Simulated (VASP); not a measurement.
# Zr3PdSe4 (R-3m) in VASP: notebook, part 2 of 2

VASP 6.6.1.

### 3 Relaxation of cell and atoms, PBE

This run uses another cell than the first one, of 21.89 Å³/atom.

INCAR reads:

```
SYSTEM = Zr3PdSe4
PREC     = Accurate       ! precision mode
ENCUT    = 600            ! plane-wave cutoff, eV
EDIFF    = 1E-6           ! SCF threshold, eV
ISMEAR   = 0              ! smearing method
SIGMA    = 0.15           ! smearing width, eV
LREAL    = .False.        ! projectors in reciprocal space
LASPH    = .True.         ! aspherical terms in the spheres
NELM     = 100            ! most SCF steps
ALGO     = Normal         ! electronic algorithm
ISIF     = 3              ! what is computed and relaxed
LWAVE    = .False.        ! write WAVECAR
LCHARG   = .False.        ! write CHGCAR
GGA      = PE             ! functional
IBRION   = 2              ! ionic algorithm
NSW      = 36             ! ionic steps
EDIFFG   = -0.08          ! ionic threshold
```

KPOINTS reads:

```
regular mesh
0
Gamma
  3 3 3
  0 0 0
```

POSCAR reads:

```
Zr3PdSe4
1.0
    2.4774136600      1.4303354500      8.2355354000
   -2.4774136600      1.4303354500      8.2355354000
    0.0000000000     -2.8606708900      8.2355354000
Zr Pd Se
3 1 4
Direct
    0.2477730100      0.2477730100      0.2477730100
    0.7522269900      0.7522269900      0.7522269900
    0.5000000000      0.5000000000      0.5000000000
    0.0000000000      0.0000000000      0.0000000000
    0.6189630000      0.6189630000      0.6189630000
    0.1290250000      0.1290250000      0.1290250000
    0.8709750000      0.8709750000      0.8709750000
    0.3810370000      0.3810370000      0.3810370000
```

Potentials or basis: VASP PAW PBE potentials, release 64 (Zr_sv, Pd, Se).

The run is started by

```
$ cat potpaw_PBE.64/Zr_sv/POTCAR potpaw_PBE.64/Pd/POTCAR potpaw_PBE.64/Se/POTCAR > POTCAR
$ mpirun -np 1 vasp_std > vasp.out
```

OUTCAR:

```text
SYSTEM = Zr3PdSe4
   PREC = Accurate
   ENCUT = 600
   EDIFF = 1E-6
   ISMEAR = 0
   LREAL = .False.
   LASPH = .True.
   NELM = 100
   ISIF = 3
   GGA = PE
   IBRION = 2
   NSW = 36
   EDIFFG = -0.08

 ion  position               nearest neighbor table
   1  0.248  0.248  0.248-   6 2.93   5 3.01   5 3.01   5 3.01   7 3.06   7 3.06   7 3.06   8 3.29
                             3 3.49   3 3.49   3 3.49   4 3.56   4 3.56   4 3.56
   2  0.752  0.752  0.752-   7 2.93   8 3.01   8 3.01   8 3.01   6 3.06   6 3.06   6 3.06   5 3.29
                             3 3.49   3 3.49   3 3.49   4 3.56   4 3.56   4 3.56
   3  0.500  0.500  0.500-   5 2.94   8 2.94   6 3.01   6 3.01   7 3.01   7 3.01   6 3.01   7 3.01
                             2 3.49   1 3.49   2 3.49   1 3.49   2 3.49   1 3.49
   4  0.000  0.000  0.000-   5 3.09   5 3.09   8 3.09   8 3.09   5 3.09   8 3.09   1 3.56   2 3.56
                             1 3.56   2 3.56   1 3.56   2 3.56
   5  0.619  0.619  0.619-   3 2.94   1 3.01   1 3.01   1 3.01   4 3.09   4 3.09   4 3.09   2 3.29

   6  0.129  0.129  0.129-   1 2.93   3 3.01   3 3.01   3 3.01   2 3.06   2 3.06   2 3.06
   7  0.871  0.871  0.871-   2 2.93   3 3.01   3 3.01   3 3.01   1 3.06   1 3.06   1 3.06
   8  0.381  0.381  0.381-   3 2.94   2 3.01   2 3.01   2 3.01   4 3.09   4 3.09   4 3.09   1 3.29

  LATTYP: Found a trigonal (rhomboedric) cell.
 ALAT       =     8.7182269566
 COS(alpha) =     0.8385006749

  Lattice vectors:

 A1 = (   2.4774136600,   1.4303354500,   8.2355354000)
 A2 = (  -2.4774136600,   1.4303354500,   8.2355354000)
 A3 = (   0.0000000000,  -2.8606708900,   8.2355354000)

Analysis of symmetry for initial positions (statically):
=====================================================================
 Subroutine PRICEL returns:
 Original cell was already a primitive cell.

 Routine SETGRP: Setting up the symmetry group for a
 trigonal (rhombohedral) supercell.

 Subroutine GETGRP returns: Found 12 space group operations
 (whereof 12 operations were pure point group operations)
 out of a pool of 12 trial point group operations.

The static configuration has the point symmetry D_3d.

Analysis of symmetry for dynamics (positions and initial velocities):
[... 146 lines left out ...]
 number of electron      70.0000000 magnetization

 Free energy of the ion-electron system (eV)
  ---------------------------------------------------
  ext. energy  EPLUGINS =         0.00000000
  ---------------------------------------------------
  free energy    TOTEN  =       -51.71604323 eV

  energy without entropy =      -51.70579925  energy(sigma->0) =      -51.71092124

------------------------ aborting loop because EDIFF is reached ----------------------------------------

  FORCE on cell =-STRESS in cart. coord.  units (eV):
  Direction    XX          YY          ZZ          XY          YZ          ZX
  --------------------------------------------------------------------------------------
  -------------------------------------------------------------------------------------
  Total      -13.2490342    -13.2490343    -13.0008632      0.0000000     -0.0000000     -0.0000000
  in kB     -121.2314461   -121.2314466   -118.9606290      0.0000000     -0.0000000     -0.0000000
  external PRESSURE =    -120.4745073 kB  Pullay stress =       0.0000000 kB
[... 29 lines left out ...]
--------------------------------------- Ionic step        2  -------------------------------------------

 number of electron      69.9999999 magnetization

 E-fermi :  10.2734     XC(G=0): -11.9161

 val. band max:       10.1600102699   @ k =   0.0000   0.0000   0.0000
 cond. band min:      10.3840811978   @ k =   0.0000   0.0000   0.0000
 fundamental gap:      0.2240709279
 Fermi energy:        10.2734435972

 k-point     1 :       0.0000    0.0000    0.0000
  band No.  band energies     occupation
      1     -39.1471      2.00000
      2     -39.1421      2.00000
      3     -38.3852      2.00000
      4     -17.2967      2.00000
      5     -17.2674      2.00000
      6     -17.2674      2.00000
[... 336 lines left out ...]
  FREE ENERGIE OF THE ION-ELECTRON SYSTEM (eV)
  ---------------------------------------------------
  free  energy   TOTEN  =       -52.7605127888 eV

  energy  without entropy=      -52.7525638548  energy(sigma->0) =      -52.75653832

[... ionic steps 4 to 7 ...]

--------------------------------------- Ionic step        8  -------------------------------------------

 number of electron      70.0000001 magnetization

------------------------ aborting loop because EDIFF is reached ----------------------------------------
[... 79 lines left out ...]
--------------------------------------- Ionic step       10  -------------------------------------------

 number of electron      70.0000001 magnetization

 Free energy of the ion-electron system (eV)
  ---------------------------------------------------
  ext. energy  EPLUGINS =         0.00000000
  ---------------------------------------------------
  free energy    TOTEN  =       -52.93221188 eV

  energy without entropy =      -52.91494478  energy(sigma->0) =      -52.92357833

 E-fermi :   9.0778     XC(G=0): -11.4413

 val. band max:        8.9356576844   @ k =   0.3333   0.3333   0.3333
 cond. band min:       9.2220445512   @ k =   0.0000   0.0000   0.0000
 fundamental gap:      0.2863868668
 Fermi energy:         9.0777689645

 k-point     1 :       0.0000    0.0000    0.0000
  band No.  band energies     occupation
      1     -40.6953      2.00000
      2     -40.6936      2.00000
      3     -39.9635      2.00000
      4     -18.7511      2.00000
      5     -18.7298      2.00000
      6     -18.7298      2.00000
[... 294 lines left out ...]
  FREE ENERGIE OF THE ION-ELECTRON SYSTEM (eV)
  ---------------------------------------------------
  free  energy   TOTEN  =       -52.9322118762 eV

  energy  without entropy=      -52.9149447793  energy(sigma->0) =      -52.92357833

 reached required accuracy - stopping structural energy minimisation
```

CONTCAR:

```text
Zr3PdSe4
   1.00000000000000
     2.3682701434525755    1.3673214105634375    7.7466992865355797
    -2.3682701434525755    1.3673214105634375    7.7466992865355797
     0.0000000000000000   -2.7346428121684250    7.7466992866384770
  Zr              Pd              Se
     3     1     4
Direct
     0.2546372946206019    0.2546372946206019    0.2546372946206184
     0.7453627053793981    0.7453627053793981    0.7453627053793814
     0.5000000000000000    0.5000000000000000    0.5000000000000000
     0.0000000000000000    0.0000000000000000    0.0000000000000000
     0.6186930179217074    0.6186930179217074    0.6186930179216007
     0.1327497374496786    0.1327497374496786    0.1327497374498026
     0.8672502625503213    0.8672502625503213    0.8672502625501973
     0.3813069820782927    0.3813069820782927    0.3813069820783992

  0.00000000E+00  0.00000000E+00  0.00000000E+00
  0.00000000E+00  0.00000000E+00  0.00000000E+00
  0.00000000E+00  0.00000000E+00  0.00000000E+00
  0.00000000E+00  0.00000000E+00  0.00000000E+00
  0.00000000E+00  0.00000000E+00  0.00000000E+00
  0.00000000E+00  0.00000000E+00  0.00000000E+00
  0.00000000E+00  0.00000000E+00  0.00000000E+00
  0.00000000E+00  0.00000000E+00  0.00000000E+00
```

Wall time 41 min (1 thread of Intel Xeon Platinum 8488C (Sapphire Rapids), shared host); peak memory 0.78 GiB.

Results:

```
Free energy                           : -52.9322 eV
Relaxed volume                        : 18.81 Å³/atom
Relaxed cell                          : a = 8.215 Å, b = 8.215 Å, c = 8.215 Å, α = 33.51°, β = 33.51°, γ = 33.51°
Space group after relaxing (to 0.1 Å) : R-3m (No. 166)
Energy gained by relaxing             : 152.0 meV/atom
Ionic steps                           : 10
Pressure after relaxing               : 0.0 GPa
Largest force after relaxing          : 0.048 eV/Å
Band gap on the k mesh                : 0.29 eV (least direct gap 0.30 eV)
```

Forces in eV/Å, atoms in the order of the input:
```
Zr   0.000  0.000  0.019
Zr   0.000  0.000 -0.019
Zr   0.000  0.000  0.000
Pd   0.000  0.000  0.000
Se   0.000  0.000  0.030
Se   0.000  0.000 -0.048
Se   0.000  0.000  0.048
Se   0.000  0.000 -0.030
```

The path:
```csv
step,energy change (eV),largest force (eV/Å),pressure (GPa),volume (Å³)
1,0.0000,0.6914,-12.05,175.10
2,-0.4081,1.5388,15.30,136.61
3,-1.0445,0.9333,-0.02,151.64
4,-1.0446,0.9486,0.33,151.20
5,-1.1235,0.6402,0.37,150.68
6,-1.1904,0.1019,0.79,149.60
7,-1.2111,0.0531,-1.04,151.89
8,-1.2140,0.0122,-0.59,151.28
9,-1.2138,0.0882,0.64,149.71
10,-1.2162,0.0485,0.00,150.51
```

Final structure:
```xyz
8
Lattice="2.3683 1.3673 7.7467 -2.3683 1.3673 7.7467 0.0000 -2.7346 7.7467" Properties=species:S:1:pos:R:3 pbc="T T T"
Zr    0.0000    0.0000    5.9178
Zr    0.0000    0.0000   17.3223
Zr    0.0000    0.0000   11.6200
Pd    0.0000    0.0000    0.0000
Se    0.0000    0.0000   14.3785
Se    0.0000    0.0000    3.0851
Se    0.0000    0.0000   20.1550
Se    0.0000    0.0000    8.8616
```

Caveat: the k points lie up to 0.52 Å⁻¹ apart in the final cell; the relaxation stopped at a loose force limit of 0.08 eV/Å, so its end isn't a converged minimum. A k mesh can miss the band edges.
